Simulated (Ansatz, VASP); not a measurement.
# ZrPbO4 in VASP and in Ansatz

```
Zr Pb O
1.0
     3.66200    0.00000    0.00000
    -1.83100    3.17138    0.00000
     0.00000    0.00000    6.25583
Zr Pb O
1 1 4
Direct
  0.00000 0.00000 0.50000
  0.00000 0.00000 0.00000
  0.33333 0.66667 0.70242
  0.33333 0.66667 0.29758
  0.66667 0.33333 0.29758
  0.66667 0.33333 0.70242
```

Alike in both runs: task relaxation of cell and atoms; functional PBE; k mesh 12 × 12 × 6; occupations gaussian, width 0.1 eV; no spin polarisation.

|  | VASP | Ansatz |
| --- | --- | --- |
| version | VASP 6.6.1 | Ansatz 0.2.0 |
| potentials or method | VASP PAW PBE potentials, release 64 (Zr_sv, Pb_d, O), cutoff 600 eV | scalar-relativistic, plane waves, PAW |
| valence electrons in the cell | 50 | 50 |

|  | VASP | Ansatz | Ansatz less VASP |
| --- | --- | --- | --- |
| gap on the k mesh at the Fermi level, each at its own relaxed structure (eV) | none | none | - |
| relaxed volume (Å³/atom) | 12.09 | 12.10 | +0.013 |
| relaxed length of the cell vector where the two differ most in proportion (Å) | 6.253 | 6.256 | +0.0031 |

A gap of «none» marks a metal or a gap that the smearing closes.

Spin-orbit coupling is off throughout.
